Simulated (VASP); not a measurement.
Runs of VASP 6.6.1 on Cu. The structure is that of space group Ia-3 (No. 206), or close to it. The cells are those of the table. 

| task | potentials or basis | cell | k mesh | cutoff (eV) | second run | gap on the mesh (eV) | pressure (GPa) | largest force (eV/Å) |
| --- | --- | --- | --- | --- | --- | --- | --- | --- |
| relaxation of cell and atoms | VASP PAW PBE potentials, release 64 (Cu) | relaxed from a = 5.085 Å, angles 109.5°, 8 atoms | 4 × 4 × 4 | 600 | - | none | -0.1 | 0.01 |
| single point | VASP PAW PBE potentials, release 64 (Cu) | a = 5.085 Å, angles 109.5°, 8 atoms | 4 × 4 × 4 | 520 | - | none | 37.5 | 1.86 |
| single point | VASP PAW PBE potentials, release 64 (Cu) | a = 5.498 Å, angles 109.5°, 8 atoms | 4 × 4 × 4 | 520 | - | none | (b) | - |
| single point | VASP PAW PBE potentials, release 64 (Cu) | a = 5.503 Å, angles 109.5°, 8 atoms | 8 × 8 × 8 | 520 | - | none | 2.1 | 0.01 |
| single point | VASP PAW PBE potentials, release 64 (Cu_sv_GW) | a = 5.498 Å, angles 109.5°, 8 atoms | 4 × 4 × 4 | 700 | valence_matched | none | (a) | - |

Alike in all rows: level PBE; no spin polarisation; smearing gaussian 0.1 eV.

**Question.** Fill in the values left out.

**Answer.** (a) -3.5; (b) 2.3.

Caveats: some runs use coarse meshes; forces of over 1 eV/Å act on the atoms, so gaps and moduli don't describe the material at rest (some runs).

A gap of «none» marks levels without a gap at the run's occupations.

The runs don't all hold the same shells in valence.
